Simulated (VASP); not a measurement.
# Zr (Fm-3m) in VASP: notebook

Zr is run at these levels: r2SCAN; tasks: single point.

Program: VASP 6.6.1. These are calculated values, not measurements. Logs are shortened: lines on timing, memory, paths and dates and some standing lists are left out, and cuts for length are marked.

## (1) The cell of the first run

It takes space group Fm-3m (No. 225, cubic). Conventional cell: a = 4.341 Å, b = 4.341 Å, c = 4.341 Å, α = 90.00°, β = 90.00°, γ = 90.00°. Within 4.0 Å of Zr (site symmetry m-3m) lie 12 Zr at 3.07 Å.

This isn't the form of Zr at room conditions, which is hcp.

## (2) Single point, r2SCAN, collinear spin (20.45 Å³/atom)

Input file POSCAR:

```
Zr
1.0
    0.0000000000      2.1706226620      2.1706226620
    2.1706226620      0.0000000000      2.1706226620
    2.1706226620      2.1706226620      0.0000000000
Zr
1
Direct
    0.0000000000      0.0000000000      0.0000000000
```

Input file INCAR.step1:

```
SYSTEM = Zr
PREC = Accurate ; ENCUT = 520
ISMEAR = -1 ; SIGMA = 0.05
LREAL = .False. ; LASPH = .True.
NELM = 150 ; ISPIN = 2
MAGMOM = 1 ; LMAXMIX = 4
NBANDS = 16 ; GGA = PE
ALGO = Normal ; EDIFF = 1E-4
LWAVE = .True. ; LCHARG = .False.
```

Input file INCAR.step2:

```
SYSTEM = Zr
PREC = Accurate ; ENCUT = 520
EDIFF = 1E-6 ; ISMEAR = -1
SIGMA = 0.05 ; LREAL = .False.
LASPH = .True. ; NELM = 150
ALGO = Normal ; ISIF = 2
LWAVE = .False. ; LCHARG = .True.
ISPIN = 2 ; MAGMOM = 1
LORBIT = 11 ; LMAXMIX = 4
METAGGA = R2SCAN ; LMIXTAU = .True.
LELF = .True. ; LVHAR = .True.
NBANDS = 16 ; ISTART = 1
```

Input file KPOINTS:

```
Automatic mesh
0
Gamma
  13 13 13
  0 0 0
```

Potentials or basis: VASP PAW PBE potentials, release 64 (Zr_sv).

Command:

```sh
cat potpaw_PBE.64/Zr_sv/POTCAR > POTCAR
cp INCAR.step1 INCAR
mpirun -np 1 vasp_std > vasp.out
cp INCAR.step2 INCAR
mpirun -np 1 vasp_std > vasp.out
```

OUTCAR:

```text
SYSTEM = Zr
   PREC = Accurate
   ENCUT = 520
   EDIFF = 1E-6
   ISMEAR = -1
   LREAL = .False.
   LASPH = .True.
   NELM = 150
   ISIF = 2
   ISPIN = 2
   LORBIT = 11
   METAGGA = R2SCAN
   ISTART = 1

 ion  position               nearest neighbor table
   1  0.000  0.000  0.000-

  LATTYP: Found a face centered cubic cell.
 ALAT       =     4.3412453240

  Lattice vectors:

 A1 = (   0.0000000000,   2.1706226620,   2.1706226620)
 A2 = (   2.1706226620,   0.0000000000,   2.1706226620)
 A3 = (   2.1706226620,   2.1706226620,   0.0000000000)

Analysis of symmetry for initial positions (statically):
=====================================================================
 Subroutine PRICEL returns:
 Original cell was already a primitive cell.

 Routine SETGRP: Setting up the symmetry group for a
 face centered cubic supercell.

 Subroutine GETGRP returns: Found 48 space group operations
 (whereof 48 operations were pure point group operations)
 out of a pool of 48 trial point group operations.

The static configuration has the point symmetry O_h .

Analysis of symmetry for dynamics (positions and initial velocities):
=====================================================================
 Subroutine PRICEL returns:
 Original cell was already a primitive cell.

 Routine SETGRP: Setting up the symmetry group for a
 face centered cubic supercell.

 Subroutine GETGRP returns: Found 48 space group operations
 (whereof 48 operations were pure point group operations)
 out of a pool of 48 trial point group operations.

The dynamic configuration has the point symmetry O_h .

Analysis of structural, dynamic, and magnetic symmetry:
=====================================================================
 Subroutine PRICEL returns:
 Original cell was already a primitive cell.

 Routine SETGRP: Setting up the symmetry group for a
 face centered cubic supercell.

 Subroutine GETGRP returns: Found 48 space group operations
 (whereof 48 operations were pure point group operations)
 out of a pool of 48 trial point group operations.

The overall configuration has the point symmetry O_h .

 Subroutine INISYM returns: Found 48 space group operations
 (whereof 48 operations are pure point group operations),
 and found     1 'primitive' translations

----------------------------------------------------------------------------------------

                                     Primitive cell

  volume of cell :      20.4542

  direct lattice vectors                    reciprocal lattice vectors
     0.000000000  2.170622662  2.170622662    -0.230348650  0.230348650  0.230348650
     2.170622662  0.000000000  2.170622662     0.230348650 -0.230348650  0.230348650
     2.170622662  2.170622662  0.000000000     0.230348650  0.230348650 -0.230348650

  length of vectors
     3.069724007  3.069724007  3.069724007     0.398975565  0.398975565  0.398975565

  position of ions in fractional coordinates (direct lattice)
     0.000000000  0.000000000  0.000000000

  ion indices of the primitive-cell ions
   primitive index   ion index
                 1           1

----------------------------------------------------------------------------------------

 KPOINTS: Automatic mesh

Automatic generation of k-mesh.
 Grid dimensions read from file:
 generate k-points for:   13   13   13

 Generating k-lattice:

  Cartesian coordinates                     Fractional coordinates (reciprocal lattice)
    -0.017719127  0.017719127  0.017719127     0.076923077  0.000000000  0.000000000
     0.017719127 -0.017719127  0.017719127     0.000000000  0.076923077  0.000000000
     0.017719127  0.017719127 -0.017719127     0.000000000  0.000000000  0.076923077

  Length of vectors
     0.030690428  0.030690428  0.030690428

  Shift w.r.t. Gamma in fractional coordinates (k-lattice)
     0.000000000  0.000000000  0.000000000

 Subroutine IBZKPT returns following result:
 ===========================================

 Found     84 irreducible k-points:

 Following reciprocal coordinates:
            Coordinates               Weight
  0.000000  0.000000  0.000000      1.000000
  0.076923  0.000000  0.000000      8.000000
  0.153846  0.000000  0.000000      8.000000
  0.230769  0.000000  0.000000      8.000000
  0.307692  0.000000  0.000000      8.000000
  0.384615  0.000000  0.000000      8.000000
[... 16 lines left out ...]
  0.384615  0.153846  0.000000     24.000000
  0.461538  0.153846  0.000000     24.000000
 [... further k-points ...]
   k-points           NKPTS =     84   k-points in BZ     NKDIM =     84   number of bands    NBANDS=     16
   number of dos      NEDOS =    301   number of ions     NIONS =      1
   total plane-waves  NPLWV =  13824
   dimension x,y,z NGX =    24 NGY =   24 NGZ =   24
   dimension x,y,z NGXF=    48 NGYF=   48 NGZF=   48
   ions per type =               1
   NGX,Y,Z   is equivalent  to a cutoff of  13.00, 13.00, 13.00 a.u.
   NGXF,Y,Z  is equivalent  to a cutoff of  26.00, 26.00, 26.00 a.u.
 SYSTEM =  Zr
   PREC   = accura    normal or accurate (medium, high low for compatibility)
   ISTART =      1    job   : 0-new  1-cont  2-samecut
   ICHARG =      0    charge: 1-file 2-atom 10-const
   ISPIN  =      2    spin polarized calculation?
   LNONCOLLINEAR =      F non collinear calculations
   LSORBIT =      F    spin-orbit coupling
   LASPH  =      T    aspherical Exc in radial PAW
   ENCUT  =  520.0 eV  38.22 Ry    6.18 a.u.   5.71  5.71  5.71*2*pi/ulx,y,z
   NELM   =    150;   NELMIN=  2; NELMDL=  0     # of ELM steps
   EDIFF  = 0.1E-05   stopping-criterion for ELM
   LREAL  =      F    real-space projection
   EDIFFG = 0.1E-04   stopping-criterion for IOM
   NSW    =      0    number of steps for IOM
   IBRION =     -1    ionic relax: 0-MD 1-quasi-New 2-CG
   NFREE  =      0    steps in history (QN), initial steepest desc. (CG)
   ISIF   =      2    stress and relaxation
   ISYM   =      2    0-nonsym 1-usesym 2-fastsym
   POTIM  = 0.5000    time-step for ionic-motion
   TEBEG  =    0.0;   TEEND  =   0.0 temperature during run
   PSTRESS=    0.0 pullay stress
   NELECT =      12.0000    total number of electrons
   NUPDOWN=      -1.0000    fix difference up-down
   EMIN   =  10.00;   EMAX   =-10.00  energy-range for DOS
   EFERMI =   0.00;   METHOD = LEGACY
   ISMEAR =    -1;   SIGMA  =   0.05  broadening in eV -4-tet -1-fermi 0-gaus
   EFERMI_NEDOS =   21; number of points for ismear=-14 and -15
   IALGO  =     38    algorithm
   IMIX   =      4    mixing-type and parameters
     AMIX     =   0.40;   BMIX     =  1.00
     AMIX_MAG =   1.60;   BMIX_MAG =  1.00
  volume/ion in A,a.u.               =      20.45       138.03
  Fermi-wavevector in a.u.,A,eV,Ry     =   1.370485  2.589841 25.554854  1.878229
  Thomas-Fermi vector in A             =   2.496267
   LORBIT       =     11    0 simple, 1 ext, 2 COOP (PROOUT), +10 PAW based schemes
   METAGGA = R2SCAN    functional components
   LHFCALC =     F    Hartree Fock is set to
   AEXX    =    0.0000 exact exchange contribution
   IVDW    =     0    specifies the selected vdW correction
   LEPSILON=     F    determine dielectric tensor
   LRPA    =     F    only Hartree local field effects (RPA)
 spin polarized calculation
  energy-cutoff  :      520.00
  volume of cell :       20.45
 maximum number of plane-waves:       561
   NGX = 11   NGY = 11   NGZ = 11

 number of electron      12.0000000 magnetization       0.0000011

 number of electron      12.0000000 magnetization      -0.0000000

 Free energy of the ion-electron system (eV)
  ---------------------------------------------------
  ext. energy  EPLUGINS =         0.00000000
  ---------------------------------------------------
  free energy    TOTEN  =       -22.57767057 eV

  energy without entropy =      -22.56597656  energy(sigma->0) =      -22.57182357

 E-fermi :  10.4300     XC(G=0): -12.6309

 val. band max:       10.4288992899   @ k =  -0.3077   0.3077   0.0769
 cond. band min:      10.4428118860   @ k =  -0.2308   0.2308   0.0769
 fundamental gap:      0.0139125961
 Fermi energy:        10.4300174886

 spin component 1

 k-point     1 :       0.0000    0.0000    0.0000
  band No.  band energies     occupation
      1     -39.7454      1.00000
      2     -16.3109      1.00000
      3     -16.3109      1.00000
      4     -16.3109      1.00000
      5       4.3824      1.00000
      6      11.5853      0.00000
[... 8 lines left out ...]
     15      30.8882      0.00000
     16      40.6194      0.00000

 k-point     2 :       0.0769    0.0000    0.0000
  band No.  band energies     occupation
      1     -39.7310      1.00000
      2     -16.4056      1.00000
      3     -16.3219      1.00000
      4     -16.3219      1.00000
      5       4.6138      1.00000
      6      11.3565      0.00000
[... 8 lines left out ...]
     15      32.1293      0.00000
     16      38.8785      0.00000
[... 387 lines left out ...]
      5       7.4964      1.00000
      6       9.7858      1.00000
[... 8 lines left out ...]
     15      32.7343      0.00000
     16      34.7766      0.00000

 k-point    24 :       0.4615    0.1538    0.0000
  band No.  band energies     occupation
      1     -39.4814      1.00000
      2     -17.6393      1.00000
      3     -16.6734      1.00000
      4     -16.5779      1.00000
      5       7.6807      1.00000
      6      10.0232      0.99971
[... 8 lines left out ...]
     15      34.1325      0.00000
     16      35.9079      0.00000

 [... further k-points ...]

 spin component 2

 k-point     1 :       0.0000    0.0000    0.0000
  band No.  band energies     occupation
      1     -39.7454      1.00000
      2     -16.3109      1.00000
      3     -16.3109      1.00000
      4     -16.3109      1.00000
      5       4.3823      1.00000
      6      11.5853      0.00000
[... 8 lines left out ...]
     15      30.8882      0.00000
     16      40.6194      0.00000

 k-point     2 :       0.0769    0.0000    0.0000
  band No.  band energies     occupation
      1     -39.7310      1.00000
      2     -16.4056      1.00000
      3     -16.3219      1.00000
      4     -16.3219      1.00000
      5       4.6137      1.00000
      6      11.3565      0.00000
[... 8 lines left out ...]
     15      32.1294      0.00000
     16      38.8785      0.00000
[... 387 lines left out ...]
      5       7.4964      1.00000
      6       9.7858      1.00000
[... 8 lines left out ...]
     15      32.7343      0.00000
     16      34.7766      0.00000

 k-point    24 :       0.4615    0.1538    0.0000
  band No.  band energies     occupation
      1     -39.4814      1.00000
      2     -17.6393      1.00000
      3     -16.6734      1.00000
      4     -16.5779      1.00000
      5       7.6807      1.00000
      6      10.0232      0.99971
[... 8 lines left out ...]
     15      34.1325      0.00000
     16      35.9079      0.00000

 [... further k-points ...]

------------------------ aborting loop because EDIFF is reached ----------------------------------------

  FORCE on cell =-STRESS in cart. coord.  units (eV):
  Direction    XX          YY          ZZ          XY          YZ          ZX
  --------------------------------------------------------------------------------------
  -------------------------------------------------------------------------------------
  Total        1.8408450      1.8408450      1.8408450     -0.0000000      0.0000000     -0.0000000
  in kB      144.1932118    144.1932118    144.1932118     -0.0000000      0.0000000     -0.0000000
  external PRESSURE =     144.1932118 kB  Pullay stress =       0.0000000 kB

 VOLUME and BASIS-vectors are now :
 -----------------------------------------------------------------------------
  energy-cutoff  :      520.00
  volume of cell :       20.45
      direct lattice vectors                 reciprocal lattice vectors
     0.000000000  2.170622662  2.170622662    -0.230348650  0.230348650  0.230348650
     2.170622662  0.000000000  2.170622662     0.230348650 -0.230348650  0.230348650
     2.170622662  2.170622662  0.000000000     0.230348650  0.230348650 -0.230348650

 POSITION                                       TOTAL-FORCE (eV/Angst)
 -----------------------------------------------------------------------------------
      0.00000      0.00000      0.00000         0.000000     -0.000000      0.000000
 -----------------------------------------------------------------------------------
    total drift:                               -0.000000      0.000000     -0.000000

  FREE ENERGIE OF THE ION-ELECTRON SYSTEM (eV)
  ---------------------------------------------------
  free  energy   TOTEN  =       -22.5776705716 eV

  energy  without entropy=      -22.5659765594  energy(sigma->0) =      -22.57182357

 total charge

# of ion       s       p       d       tot
------------------------------------------
    1        2.245   5.964   1.769   9.978

 magnetization (x)

# of ion       s       p       d       tot
------------------------------------------
    1       -0.000  -0.000  -0.000  -0.000
```

It took 2.4 min on 1 thread of AMD EPYC 7R13 (Zen 3), shared host; peak memory 0.15 GiB.

What came out:

* Free energy: -22.5777 eV
* Pressure: 14.4 GPa
* Band gap on the k mesh: zero (filled and empty bands overlap)
* Net moment: 0.00 μB per cell
* Valence electrons inside the program's atomic spheres: Zr 9.98

Levels at points of the mesh, in eV from the Fermi level:
Spin up:
| k point | band 3 | band 4 | band 5 | band 6 | band 7 | band 8 | band 9 | band 10 |
| --- | --- | --- | --- | --- | --- | --- | --- | --- |
| (0.00, 0.00, 0.00) | -26.74 | -26.74 | -6.05 | 1.16 | 1.16 | 1.16 | 4.19 | 4.19 |
Spin down:
| k point | band 2 | band 3 | band 4 | band 5 | band 6 | band 7 | band 8 | band 9 | band 10 | band 11 |
| --- | --- | --- | --- | --- | --- | --- | --- | --- | --- | --- |
| (0.00, 0.00, 0.00) | -26.74 | -26.74 | -26.74 | -6.05 | 1.16 | 1.16 | 1.16 | 4.19 | 4.19 | 11.09 |

Caveat: the cell stands under pressure; the PAW data sets were made with another functional, which shifts forces and pressure a little.

## (3) Single point, r2SCAN, collinear spin (21.38 Å³/atom)

This run uses another cell than the first one, of 21.38 Å³/atom.

Input file POSCAR:

```
Zr
1.0
    0.0000000000      2.2030247923      2.2030247923
    2.2030247923      0.0000000000      2.2030247923
    2.2030247923      2.2030247923      0.0000000000
Zr
1
Direct
    0.0000000000      0.0000000000      0.0000000000
```

Input file INCAR.step1:

```
PREC = Accurate
ENCUT = 520
ISMEAR = -1
SIGMA = 0.05
LREAL = F
LASPH = T
NELM = 150
ISPIN = 2
MAGMOM = 1
LMAXMIX = 4
NBANDS = 16
GGA = PE
ALGO = Normal
EDIFF = 1E-4
LWAVE = T
LCHARG = F
```

Input file INCAR.step2:

```
PREC = Accurate
ENCUT = 520
EDIFF = 1E-7
ISMEAR = -1
SIGMA = 0.05
LREAL = F
LASPH = T
NELM = 150
ALGO = Normal
ISIF = 2
LWAVE = F
LCHARG = T
ISPIN = 2
MAGMOM = 1
LORBIT = 11
LMAXMIX = 4
METAGGA = R2SCAN
LMIXTAU = T
LELF = T
LVHAR = T
NBANDS = 16
ISTART = 1
```

Input file KPOINTS:

```
Automatic mesh
0
Gamma
  13 13 13
```

Potentials or basis: VASP PAW PBE potentials, release 64 (Zr_sv).

Command:

```sh
cat potpaw_PBE.64/Zr_sv/POTCAR > POTCAR
cp INCAR.step1 INCAR
mpirun -np 1 vasp_std > vasp.out
cp INCAR.step2 INCAR
mpirun -np 1 vasp_std > vasp.out
```

Run time: 3 min. Hardware: 1 thread of AMD EPYC 7R13 (Zen 3), shared host; peak memory 0.15 GiB.

The run converged. Its results:

```
Free energy                                           : -22.6455 eV
Pressure                                              : 9.1 GPa
Band gap on the k mesh                                : zero (filled and empty bands overlap)
Net moment                                            : 0.00 μB per cell
Valence electrons inside the program's atomic spheres : Zr 9.91
```

Levels at points of the mesh, in eV from the Fermi level:
Spin up:
```csv
k point,band 2,band 3,band 4,band 5,band 6,band 7,band 8,band 9,band 10,band 11
"(0.00, 0.00, 0.00)",-26.90,-26.90,-26.90,-6.01,1.15,1.15,1.15,4.04,4.04,11.01
```
Spin down:
| k point | band 2 | band 3 | band 4 | band 5 | band 6 | band 7 | band 8 | band 9 | band 10 | band 11 |
| --- | --- | --- | --- | --- | --- | --- | --- | --- | --- | --- |
| (0.00, 0.00, 0.00) | -26.90 | -26.90 | -26.90 | -6.01 | 1.15 | 1.15 | 1.15 | 4.04 | 4.04 | 11.01 |

Caveat: the cell stands under pressure; the PAW data sets were made with another functional, which shifts forces and pressure a little.

[end of part 1 of 2]
